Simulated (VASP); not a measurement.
# C (R-3m) in VASP: further runs, part 2 of 2

VASP 6.6.1. The steps go on from the part before.

**5. Single point, LDA (strain +0.050 along x and y, +0.050 along z)**

Input file INCAR:

```
SYSTEM = C
PREC     = Accurate       ! precision mode
ENCUT    = 520            ! plane-wave cutoff, eV
EDIFF    = 1E-6           ! SCF threshold, eV
ISMEAR   = 0              ! smearing method
SIGMA    = 0.05           ! smearing width, eV
LREAL    = .FALSE.        ! projectors in reciprocal space
LASPH    = .TRUE.         ! aspherical terms in the spheres
NELM     = 60             ! most SCF steps
ALGO     = Normal         ! electronic algorithm
ISIF     = 2              ! what is computed and relaxed
LWAVE    = .FALSE.        ! write WAVECAR
LCHARG   = .FALSE.        ! write CHGCAR
GGA      = CA             ! functional
NBANDS   = 11             ! bands
```

Input file KPOINTS:

```
regular mesh
0
G
  12 12 12
  0 0 0
```

Input file POSCAR:

```
C
1.0
    1.2894276638      0.7444514088      3.5143613814
   -1.2894276638      0.7444514088      3.5143613814
    0.0000000000     -1.4889028176      3.5143613814
C
2
Direct
    0.1640000000      0.1640000000      0.1640000000
    0.8360000000      0.8360000000      0.8360000000
```

Potentials or basis: VASP PAW LDA potentials, release 64 (C).

Run with:

```sh
$ cat potpaw_LDA.64/C/POTCAR > POTCAR
$ mpirun -np 1 vasp_std > vasp.out
```

OUTCAR:

```text
SYSTEM = C
   PREC = Accurate
   ENCUT = 520
   EDIFF = 1E-6
   ISMEAR = 0
   LREAL = .FALSE.
   LASPH = .TRUE.
   NELM = 60
   ISIF = 2
   GGA = CA

 ion  position               nearest neighbor table
   1  0.164  0.164  0.164-   2 1.49   2 1.49   2 1.49
   2  0.836  0.836  0.836-   1 1.49   1 1.49   1 1.49

  LATTYP: Found a trigonal (rhomboedric) cell.
 ALAT       =     3.8167482913
 COS(alpha) =     0.7717362630

  Lattice vectors:

 A1 = (   1.2894276638,   0.7444514088,   3.5143613814)
 A2 = (  -1.2894276638,   0.7444514088,   3.5143613814)
 A3 = (   0.0000000000,  -1.4889028176,   3.5143613814)

Analysis of symmetry for initial positions (statically):
=====================================================================
 Subroutine PRICEL returns:
 Original cell was already a primitive cell.

 Routine SETGRP: Setting up the symmetry group for a
 trigonal (rhombohedral) supercell.

 Subroutine GETGRP returns: Found 12 space group operations
 (whereof 12 operations were pure point group operations)
 out of a pool of 12 trial point group operations.

The static configuration has the point symmetry D_3d.

Analysis of symmetry for dynamics (positions and initial velocities):
=====================================================================
 Subroutine PRICEL returns:
 Original cell was already a primitive cell.

 Routine SETGRP: Setting up the symmetry group for a
 trigonal (rhombohedral) supercell.

 Subroutine GETGRP returns: Found 12 space group operations
 (whereof 12 operations were pure point group operations)
 out of a pool of 12 trial point group operations.

The dynamic configuration has the point symmetry D_3d.

 Subroutine INISYM returns: Found 12 space group operations
 (whereof 12 operations are pure point group operations),
 and found     1 'primitive' translations

[... 115 lines left out ...]
  volume/ion in A,a.u.               =      10.12        68.30
  Fermi-wavevector in a.u.,A,eV,Ry     =   1.201419  2.270353 19.638752  1.443408
  Thomas-Fermi vector in A             =   2.337228
   LORBIT       =      0    0 simple, 1 ext, 2 COOP (PROOUT), +10 PAW based schemes
   GGA     = CA    functional components
   LHFCALC =     F    Hartree Fock is set to
   AEXX    =    0.0000 exact exchange contribution
   IVDW    =     0    specifies the selected vdW correction
   LEPSILON=     F    determine dielectric tensor
   LRPA    =     F    only Hartree local field effects (RPA)
 non-spin polarized calculation
 Gauss-broadening in eV      SIGMA  =   0.05
  energy-cutoff  :      520.00
  volume of cell :       20.24
 maximum number of plane-waves:       560
   NGX = 15   NGY = 15   NGZ = 15

 number of electron       8.0000000 magnetization

 Free energy of the ion-electron system (eV)
  ---------------------------------------------------
  ext. energy  EPLUGINS =         0.00000000
  ---------------------------------------------------
  free energy    TOTEN  =       -19.84324247 eV

  energy without entropy =      -19.84324247  energy(sigma->0) =      -19.84324247

 E-fermi :   3.3693     XC(G=0): -10.1896

 val. band max:        3.0508749082   @ k =  -0.3333   0.3333   0.0000
 cond. band min:       3.6728894140   @ k =  -0.3333   0.3333   0.0000
 fundamental gap:      0.6220145058
 Fermi energy:         3.3693009317

 k-point     1 :       0.0000    0.0000    0.0000
  band No.  band energies     occupation
      1     -14.9743      2.00000
      2      -2.4786      2.00000
      3       0.3661      2.00000
      4       0.3661      2.00000
      5       7.3209      0.00000
      6      10.8199      0.00000
      7      10.8199      0.00000
      8      13.1528      0.00000
      9      13.3533      0.00000
     10      24.0508      0.00000
     11      26.5466      0.00000
[... 309 lines left out ...]
 k-point    24 :      -0.4167    0.1667    0.0000
  band No.  band energies     occupation
      1      -9.8062      2.00000
      2      -8.6142      2.00000
      3      -4.2413      2.00000
      4       2.0752      2.00000
      5       4.7403      0.00000
      6      12.0668      0.00000
      7      14.1041      0.00000
      8      14.8161      0.00000
      9      17.5317      0.00000
     10      20.1901      0.00000
     11      23.5521      0.00000

 [... further k-points ...]
[... 5 lines left out ...]
  --------------------------------------------------------------------------------------
  -------------------------------------------------------------------------------------
  Total       -6.4465251     -6.4465251     -0.2104643      0.0000000     -0.0000000      0.0000000
  in kB     -510.2761293   -510.2761293    -16.6593489      0.0000000     -0.0000000      0.0000000
  external PRESSURE =    -345.7372025 kB  Pullay stress =       0.0000000 kB

 VOLUME and BASIS-vectors are now :
 -----------------------------------------------------------------------------
  energy-cutoff  :      520.00
  volume of cell :       20.24
      direct lattice vectors                 reciprocal lattice vectors
     1.289427664  0.744451409  3.514361381     0.387768941  0.223878503  0.094848906
    -1.289427664  0.744451409  3.514361381    -0.387768941  0.223878503  0.094848906
     0.000000000 -1.488902818  3.514361381     0.000000000 -0.447757005  0.094848906

 POSITION                                       TOTAL-FORCE (eV/Angst)
 -----------------------------------------------------------------------------------
      0.00000      0.00000      1.72907         0.000000      0.000000      0.931047
      0.00000      0.00000      8.81402         0.000000      0.000000     -0.931047
 -----------------------------------------------------------------------------------
    total drift:                                0.000000     -0.000000      0.000000

  FREE ENERGIE OF THE ION-ELECTRON SYSTEM (eV)
  ---------------------------------------------------
  free  energy   TOTEN  =       -19.8432424707 eV

  energy  without entropy=      -19.8432424707  energy(sigma->0) =      -19.84324247
```

stdout:

```text
POSCAR found type information on POSCAR C
 POSCAR found :  1 types and       2 ions
 scaLAPACK will be used
 LDA part: xc-table for (Slater(with rela. corr.)+CA(PZ))
 , standard interpolation
 POSCAR, INCAR and KPOINTS ok, starting setup
 FFT: planning ... GRIDC
 FFT: planning ... GRID_SOFT
 FFT: planning ... GRID
 WAVECAR not read
 entering main loop
```

It took 25 s on 1 thread of Intel Xeon 6975P-C, shared host; peak memory 0.15 GiB.

Results:

```yaml
Free_energy: -19.8432 eV
Pressure: -34.6 GPa
Largest_force: 0.931 eV/Å
Band_gap_on_the_k_mesh: 0.62 eV, direct
```

Forces on the atoms (eV/Å):
```
C    0.000  0.000  0.931
C    0.000  0.000 -0.931
```

Stress tensor (GPa, compression positive):
```
-51.03   0.00   0.00
  0.00 -51.03   0.00
  0.00   0.00  -1.67
```

Caveat: the cell differs from its parent crystal (strain +0.050 along x and y, +0.050 along z). A k mesh can miss the band edges.

**6. Overview**

| cell | gap on the mesh (eV) | pressure (GPa) | largest force (eV/Å) |
| --- | --- | --- | --- |
| a = 3.663 Å, angles 41.2°, 2 atoms | 0.81 | -36.0 | 0.87 |
| a = 3.803 Å, angles 38.7°, 2 atoms | 0.61 | -21.0 | 0.95 |
| a = 3.740 Å, angles 40.3°, 2 atoms | 0.71 | -35.3 | 0.90 |
| a = 3.817 Å, angles 39.5°, 2 atoms | 0.62 | -34.6 | 0.93 |

Alike in all rows: task single point; level LDA; potentials or basis VASP PAW LDA potentials, release 64 (C); no spin polarisation; k mesh 12 × 12 × 12; cutoff (eV) 520; smearing gaussian 0.05 eV.

Total energies depend on the potentials used, so only differences within one code and one set of settings carry meaning.
